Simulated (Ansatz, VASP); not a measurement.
Nb in VASP and in Ansatz

```
CELL_PARAMETERS angstrom
0.00000 2.11500 2.11500
2.11500 0.00000 2.11500
2.11500 2.11500 0.00000
ATOMIC_POSITIONS crystal
Nb 0.00000 0.00000 0.00000
```

Alike in both runs: task single point; functional PBE; k mesh 11 × 11 × 11; occupations gaussian, width 0.022 eV; no spin polarisation.

|  | VASP | Ansatz |
| --- | --- | --- |
| version | VASP 6.6.1 | Ansatz 0.2.0 |
| potentials or method | VASP PAW PBE potentials, release 64 (Nb_sv) | Ansatz PAW |
| plane-wave cutoff (eV) | 520 | 420 |
| valence electrons in the cell | 13 | 13 |

Ansatz gave:

* gap on the k mesh at the Fermi level (eV): none
* pressure (GPa): -1.9

Which values does VASP return?

gap on the k mesh at the Fermi level (eV): none; pressure (GPa): -2.3.

A gap of «none» marks a metal or a gap that the smearing closes.
